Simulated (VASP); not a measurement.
Sc, 2 atoms in the cell. It takes space group P6_3/mmc (No. 194, hexagonal). Conventional cell: a = 3.209 Å, b = 3.209 Å, c = 4.991 Å, α = 90.00°, β = 90.00°, γ = 120.00°. Within 4.1 Å of Sc (site symmetry -6m2) lie 12 Sc at 3.11 to 3.21 Å. 

```yaml
Program: VASP 6.6.1
Task: single point
Functional: PBEsol
Potentials_or_basis: VASP PAW PBE potentials, release 64 (Sc_sv)
Cutoff: 520 eV
k_mesh: 16 × 16 × 10
Occupations: fermi-dirac, width 0.1 eV
Spin: no spin polarisation
Dipole_correction: no
Further_INCAR_settings: ALGO = Normal; EDIFF = 1e-07; NBANDS = 18
```

Potentials or basis: VASP PAW PBE potentials, release 64 (Sc_sv).

Command:

```console
$ cat potpaw_PBE.64/Sc_sv/POTCAR > POTCAR
$ mpirun -np 1 vasp_std > vasp.out
```

Hardware: 1 thread of AMD EPYC 9R45 96-Core Processor (Zen 5) (shared host).

**Question.** Estimate the wall time of this run.

**Answer.** It took 67 s on 1 thread of AMD EPYC 9R45 96-Core Processor (Zen 5), with other jobs on the host, peak memory 0.22 GiB. Counts: scf iterations 14, k points 180.
